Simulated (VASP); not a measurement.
Set up this calculation in VASP 6.6.1, as the native input.

```
Task                   : single point
Functional             : PBE
Potentials or basis    : VASP PAW PBE potentials, release 64 (K_sv, Be)
Cutoff                 : 520 eV
k mesh                 : 12 × 12 × 4
Occupations            : gaussian, width 0.1 eV
Spin                   : no spin polarisation
Dipole correction      : no
Further INCAR settings : ALGO = Fast; EDIFF = 1e-07; NBANDS = 22
```

The structure of K3Be lies in POSCAR:

```
K3Be
1.0
    4.5756103768      0.0000000000      0.0000000000
   -2.2878051884      3.9625948241      0.0000000000
    0.0000000000      0.0000000000     12.2175833985
K Be
3 1
Direct
    0.0000000000      0.0000000000      0.8241995150
    0.0000000000      0.0000000000      0.1758004850
    0.3333333333      0.6666666667      0.5000000000
    0.3333333333      0.6666666667      0.0000000000
```

One way to write it, as run:

INCAR

```
PREC     = Accurate       # precision mode
ENCUT    = 520            # plane-wave cutoff, eV
EDIFF    = 1E-7           # SCF threshold, eV
ISMEAR   = 0              # smearing method
SIGMA    = 0.1            # smearing width, eV
LREAL    = False          # projectors in reciprocal space
LASPH    = True           # aspherical terms in the spheres
NELM     = 100            # most SCF steps
ALGO     = Fast           # electronic algorithm
ISIF     = 2              # what is computed and relaxed
LWAVE    = False          # write WAVECAR
LCHARG   = False          # write CHGCAR
GGA      = PE             # functional
NBANDS   = 22             # bands
```

KPOINTS

```
Automatic mesh
0
Gamma
  12 12 4
```

Potentials or basis: VASP PAW PBE potentials, release 64 (K_sv, Be).

Command:

```bash
$ cat potpaw_PBE.64/K_sv/POTCAR potpaw_PBE.64/Be/POTCAR > POTCAR
$ mpirun -np 1 vasp_std > vasp.out
```

Results of the run:

```yaml
Pressure: 0.0 GPa
Band_gap_on_the_k_mesh: zero (an odd number of electrons rules out a gap without spin polarisation)
```

Wall time 24 min on 1 thread of Oxide Virtual Turin-like Processor, with other jobs on the host, peak memory 0.46 GiB.
